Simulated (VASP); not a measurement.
# HC18F in VASP: single point with PBE

Aim: the single point of HC18F with PBE.

Everything below comes from runs of VASP 6.6.1. Logs are shortened: lines on timing, memory, paths and dates and some standing lists are left out, and cuts for length are marked.

**1. The cell of the first run**

The cell holds a slab with vacuum, 20 atoms: a = 7.398 Å, b = 7.398 Å, c = 12.000 Å, α = 90.00°, β = 90.00°, γ = 120.00°.

**2. Single point, PBE**

INCAR reads:

```
PREC = Accurate
ENCUT = 1010
EDIFF = 1E-6
ISMEAR = 0
SIGMA = 0.02
LREAL = Auto
LASPH = T
NELM = 120
ALGO = Normal
ISIF = 2
LWAVE = F
LCHARG = F
GGA = PE
NBANDS = 56
GGA_COMPAT = F
NELMDL = -8
```

KPOINTS reads:

```
regular mesh
0
Gamma
  2 2 1
```

POSCAR reads:

```
HC18F
1.0
    7.3980000000      0.0000000000      0.0000000000
   -3.6990000000      6.4068560000      0.0000000000
    0.0000000000      0.0000000000     12.0000000000
C F H
18 1 1
Direct
   -0.0024832463     -0.0043768738      0.0758282500
    0.2204295211      0.1071602046      0.0774205000
   -0.0012018198      0.3283638652      0.0778156667
    0.2190142365      0.4384818388      0.0790837500
   -0.0030137742      0.6604350090      0.0758511667
    0.2210128566      0.7723430962      0.0774818333
    0.3324266015     -0.0048348207      0.0769464167
    0.5518584247      0.1048941946      0.0746019167
    0.3302915870      0.3269275913      0.0777780833
    0.5542650449      0.4390367132      0.0752868333
    0.3308130228      0.6624551886      0.0778046667
    0.5536926286      0.7737312966      0.0752969167
    0.6631447188     -0.0068665505      0.0735949167
    0.8872691088      0.1049683339      0.0747540000
    0.6637070136      0.3291125944      0.0736523333
    0.8866921792      0.4408274511      0.0747321667
    0.6656807251      0.6617918367      0.0748856667
    0.8853353184      0.7716390067      0.0748905833
    0.7512161007      0.2044762673      0.2892654167
    0.8644021195      0.2601446013      0.2383619167
```

Potentials or basis: VASP PAW PBE potentials, release 64 (C_h, F_h, H_h).

Command:

```sh
cat potpaw_PBE.64/C_h/POTCAR potpaw_PBE.64/F_h/POTCAR potpaw_PBE.64/H_h/POTCAR > POTCAR
mpirun -np 1 vasp_std > vasp.out
```

OUTCAR:

```text
PREC = Accurate
   ENCUT = 1010
   EDIFF = 1E-6
   ISMEAR = 0
   LREAL = Auto
   LASPH = T
   NELM = 120
   ISIF = 2
   GGA = PE
   NELMDL = -8

 ion  position               nearest neighbor table
   1  0.998  0.996  0.076-  14 1.41   2 1.43  18 1.44
   2  0.220  0.107  0.077-   9 1.41   1 1.43   7 1.44
   3  0.999  0.328  0.078-   4 1.41  14 1.43  16 1.44
   4  0.219  0.438  0.079-   3 1.41   9 1.43  11 1.44
   5  0.997  0.660  0.076-  16 1.41  18 1.43   6 1.44
   6  0.221  0.772  0.077-  11 1.41   7 1.43   5 1.44
[... 10 lines left out ...]
  17  0.666  0.662  0.075-  18 1.41  10 1.43  12 1.43
  18  0.885  0.772  0.075-  17 1.41   5 1.43   1 1.44
  19  0.751  0.204  0.289-  20 0.95
  20  0.864  0.260  0.238-  19 0.95

  LATTYP: Found a hexagonal cell.
 ALAT       =     7.3980000000
 C/A-ratio  =     1.6220600162

  Lattice vectors:

 A1 = (   7.3980000000,   0.0000000000,   0.0000000000)
 A2 = (  -3.6990000000,   6.4068560000,   0.0000000000)
 A3 = (   0.0000000000,   0.0000000000,  12.0000000000)

Analysis of symmetry for initial positions (statically):
=====================================================================
 Subroutine PRICEL returns:
 Original cell was already a primitive cell.

 Routine SETGRP: Setting up the symmetry group for a
 hexagonal supercell.

 Subroutine GETGRP returns: Found  1 space group operations
 (whereof  1 operations were pure point group operations)
 out of a pool of 24 trial point group operations.

The static configuration has the point symmetry C_1 .

Analysis of symmetry for dynamics (positions and initial velocities):
=====================================================================
 Subroutine PRICEL returns:
 Original cell was already a primitive cell.

 Routine SETGRP: Setting up the symmetry group for a
 hexagonal supercell.

 Subroutine GETGRP returns: Found  1 space group operations
 (whereof  1 operations were pure point group operations)
 out of a pool of 24 trial point group operations.

The dynamic configuration has the point symmetry C_1 .

 Subroutine INISYM returns: Found  1 space group operations
 (whereof  1 operations are pure point group operations),
 and found     1 'primitive' translations

----------------------------------------------------------------------------------------

                                     Primitive cell

  volume of cell :     568.7750

  direct lattice vectors                    reciprocal lattice vectors
     7.398000000  0.000000000  0.000000000     0.135171668  0.078041398  0.000000000
    -3.699000000  6.406856000  0.000000000     0.000000000  0.156082796  0.000000000
     0.000000000  0.000000000 12.000000000     0.000000000  0.000000000  0.083333333

  length of vectors
     7.398000000  7.398000054 12.000000000     0.156082797  0.156082796  0.083333333

  position of ions in fractional coordinates (direct lattice)
     0.997516754  0.995623126  0.075828250
     0.220429521  0.107160205  0.077420500
     0.998798180  0.328363865  0.077815667
     0.219014237  0.438481839  0.079083750
     0.996986226  0.660435009  0.075851167
     0.221012857  0.772343096  0.077481833
[... 12 lines left out ...]
     0.751216101  0.204476267  0.289265417
     0.864402119  0.260144601  0.238361917

  ion indices of the primitive-cell ions
   primitive index   ion index
                 1           1
                 2           2
                 3           3
                 4           4
                 5           5
                 6           6
[... 12 lines left out ...]
                19          19
                20          20

----------------------------------------------------------------------------------------

 KPOINTS: regular mesh

Automatic generation of k-mesh.
 Grid dimensions read from file:
 generate k-points for:    2    2    1

 Generating k-lattice:

  Cartesian coordinates                     Fractional coordinates (reciprocal lattice)
     0.067585834  0.039020699  0.000000000     0.500000000  0.000000000  0.000000000
     0.000000000  0.078041398  0.000000000     0.000000000  0.500000000  0.000000000
     0.000000000  0.000000000  0.083333333     0.000000000  0.000000000  1.000000000

  Length of vectors
     0.078041399  0.078041398  0.083333333

  Shift w.r.t. Gamma in fractional coordinates (k-lattice)
     0.000000000  0.000000000  0.000000000

 Subroutine IBZKPT returns following result:
 ===========================================

 Found      4 irreducible k-points:

 Following reciprocal coordinates:
            Coordinates               Weight
  0.000000  0.000000  0.000000      1.000000
  0.500000  0.000000  0.000000      1.000000
  0.000000  0.500000  0.000000      1.000000
  0.500000  0.500000  0.000000      1.000000
   k-points           NKPTS =      4   k-points in BZ     NKDIM =      4   number of bands    NBANDS=     56
   number of dos      NEDOS =    301   number of ions     NIONS =     20
   total plane-waves  NPLWV = 806400
   dimension x,y,z NGX =    80 NGY =   80 NGZ =  126
   dimension x,y,z NGXF=   160 NGYF=  160 NGZF=  252
   ions per type =              18   1   1
   NGX,Y,Z   is equivalent  to a cutoff of  17.98, 17.98, 17.46 a.u.
   NGXF,Y,Z  is equivalent  to a cutoff of  35.95, 35.95, 34.91 a.u.
 SYSTEM =  unknown system
   PREC   = accura    normal or accurate (medium, high low for compatibility)
   ISTART =      0    job   : 0-new  1-cont  2-samecut
   ICHARG =      2    charge: 1-file 2-atom 10-const
   ISPIN  =      1    spin polarized calculation?
   LNONCOLLINEAR =      F non collinear calculations
   LSORBIT =      F    spin-orbit coupling
   LASPH  =      T    aspherical Exc in radial PAW
   ENCUT  = 1010.0 eV  74.23 Ry    8.62 a.u.  19.17 19.17 31.10*2*pi/ulx,y,z
   NELM   =    120;   NELMIN=  2; NELMDL= -8     # of ELM steps
   EDIFF  = 0.1E-05   stopping-criterion for ELM
   LREAL  =      T    real-space projection
   EDIFFG = 0.1E-04   stopping-criterion for IOM
   NSW    =      0    number of steps for IOM
   IBRION =     -1    ionic relax: 0-MD 1-quasi-New 2-CG
   NFREE  =      0    steps in history (QN), initial steepest desc. (CG)
   ISIF   =      2    stress and relaxation
   ISYM   =      2    0-nonsym 1-usesym 2-fastsym
   POTIM  = 0.5000    time-step for ionic-motion
   TEBEG  =    0.0;   TEEND  =   0.0 temperature during run
   PSTRESS=    0.0 pullay stress
   NELECT =      80.0000    total number of electrons
   NUPDOWN=      -1.0000    fix difference up-down
   EMIN   =  10.00;   EMAX   =-10.00  energy-range for DOS
   EFERMI =   0.00;   METHOD = LEGACY
   ISMEAR =     0;   SIGMA  =   0.02  broadening in eV -4-tet -1-fermi 0-gaus
   EFERMI_NEDOS =   21; number of points for ismear=-14 and -15
   IALGO  =     38    algorithm
   IMIX   =      4    mixing-type and parameters
     AMIX     =   0.40;   BMIX     =  1.00
     AMIX_MAG =   1.60;   BMIX_MAG =  1.00
  volume/ion in A,a.u.               =      28.44       191.91
  Fermi-wavevector in a.u.,A,eV,Ry     =   0.851382  1.608879  9.862209  0.724852
  Thomas-Fermi vector in A             =   1.967507
   LORBIT       =      0    0 simple, 1 ext, 2 COOP (PROOUT), +10 PAW based schemes
   GGA     = PE    functional components
   LHFCALC =     F    Hartree Fock is set to
   AEXX    =    0.0000 exact exchange contribution
   IVDW    =     0    specifies the selected vdW correction
   LEPSILON=     F    determine dielectric tensor
   LRPA    =     F    only Hartree local field effects (RPA)
 non-spin polarized calculation
 Gauss-broadening in eV      SIGMA  =   0.02
  energy-cutoff  :     1010.00
  volume of cell :      568.78
 maximum number of plane-waves:     41625
 NGX is ok and might be reduce to    80
   NGX = 39   NGY = 39   NGZ = 63

 number of electron      79.9999999 magnetization

 Free energy of the ion-electron system (eV)
  ---------------------------------------------------
  ext. energy  EPLUGINS =         0.00000000
  ---------------------------------------------------
  free energy    TOTEN  =      -173.77469151 eV

  energy without entropy =     -173.77469151  energy(sigma->0) =     -173.77469151

 E-fermi :  -1.6949     XC(G=0):  -3.9093

 val. band max:       -1.7794747516   @ k =   0.0000   0.0000   0.0000
 cond. band min:      -1.6103168230   @ k =   0.0000   0.0000   0.0000
 fundamental gap:      0.1691579286
 Fermi energy:        -1.6949213818

 k-point     1 :       0.0000    0.0000    0.0000
  band No.  band energies     occupation
      1     -26.7050      2.00000
      2     -21.2108      2.00000
      3     -18.7039      2.00000
      4     -18.6782      2.00000
      5     -18.6527      2.00000
      6     -18.6329      2.00000
[... 44 lines left out ...]
     51       3.7805      0.00000
     52       4.6767      0.00000

 k-point     2 :       0.5000    0.0000    0.0000
  band No.  band energies     occupation
      1     -26.7049      2.00000
      2     -20.5820      2.00000
      3     -20.5331      2.00000
      4     -19.3014      2.00000
      5     -19.2294      2.00000
      6     -16.8234      2.00000
[... 44 lines left out ...]
     51       4.4341      0.00000
     52       4.5654      0.00000

 k-point     3 :       0.0000    0.5000    0.0000
  band No.  band energies     occupation
      1     -26.7049      2.00000
      2     -20.5747      2.00000
      3     -20.5405      2.00000
      4     -19.3019      2.00000
      5     -19.2291      2.00000
      6     -16.8198      2.00000
[... 44 lines left out ...]
     51       4.4578      0.00000
     52       4.6320      0.00000

 k-point     4 :       0.5000    0.5000    0.0000
  band No.  band energies     occupation
      1     -26.7049      2.00000
      2     -20.5746      2.00000
      3     -20.5405      2.00000
      4     -19.3063      2.00000
      5     -19.2244      2.00000
      6     -16.8263      2.00000
[... 44 lines left out ...]
     51       4.4588      0.00000
     52       4.6233      0.00000
 [bands above 52 left out]

------------------------ aborting loop because EDIFF is reached ----------------------------------------

  FORCE on cell =-STRESS in cart. coord.  units (eV):
  Direction    XX          YY          ZZ          XY          YZ          ZX
  --------------------------------------------------------------------------------------
  -------------------------------------------------------------------------------------
  Total        0.6346032      0.8023133      1.2545003     -0.1012665      0.1562471      0.2951128
  in kB        1.7876079      2.2600291      3.5337907     -0.2852566      0.4401310      0.8313006
  external PRESSURE =       2.5271426 kB  Pullay stress =       0.0000000 kB

 VOLUME and BASIS-vectors are now :
 -----------------------------------------------------------------------------
  energy-cutoff  :     1010.00
  volume of cell :      568.78
      direct lattice vectors                 reciprocal lattice vectors
     7.398000000  0.000000000  0.000000000     0.135171668  0.078041398  0.000000000
    -3.699000000  6.406856000  0.000000000     0.000000000  0.156082796  0.000000000
     0.000000000  0.000000000 12.000000000     0.000000000  0.000000000  0.083333333

 POSITION                                       TOTAL-FORCE (eV/Angst)
 -----------------------------------------------------------------------------------
      3.69682      6.37881      0.90994        -0.008515      0.007283      0.004549
      1.23435      0.68656      0.92905        -0.010209      0.008063     -0.038407
      6.17449      2.10378      0.93379         0.022732      0.007353     -0.212673
     -0.00168      2.80929      0.94901        -0.011788     -0.013356     -0.089919
      4.93276      4.23131      0.91021        -0.008689     -0.010150      0.004255
     -1.22184      4.94829      0.92978         0.006655     -0.002066     -0.038129
[... 12 lines left out ...]
      4.80114      1.31005      3.47119         0.315971      0.181139      0.250549
      5.43257      1.66671      2.86034        -0.263186     -0.159132      0.379692
 -----------------------------------------------------------------------------------
    total drift:                                0.002321      0.001547      0.000007

  FREE ENERGIE OF THE ION-ELECTRON SYSTEM (eV)
  ---------------------------------------------------
  free  energy   TOTEN  =      -173.7746915059 eV

  energy  without entropy=     -173.7746915058  energy(sigma->0) =     -173.77469151
```

Run time: 24 min. Hardware: 1 thread of AMD EPYC 7R43 (Zen 3), shared host; peak memory 1.6 GiB.

Results:

```
Free energy            : -173.7747 eV
Largest force          : 0.489 eV/Å
Band gap on the k mesh : 0.17 eV
```

Forces on the atoms (eV/Å):
```
C   -0.009  0.007  0.005
C   -0.010  0.008 -0.038
C    0.023  0.007 -0.213
C   -0.012 -0.013 -0.090
C   -0.009 -0.010  0.004
C    0.007 -0.002 -0.038
C    0.001 -0.005 -0.069
C   -0.017 -0.016 -0.115
C   -0.008 -0.014 -0.038
C    0.010 -0.003  0.008
C   -0.012  0.011 -0.038
C   -0.009  0.011  0.009
C   -0.021 -0.003 -0.019
C    0.007  0.023 -0.014
C   -0.007 -0.007 -0.018
C    0.011 -0.005 -0.015
C    0.003 -0.005  0.024
C   -0.002 -0.007  0.023
F    0.316  0.181  0.251
H   -0.263 -0.159  0.380
```

Caveat: the k points lie up to 0.49 Å⁻¹ apart; there is no dipole correction, which matters where the two faces differ.
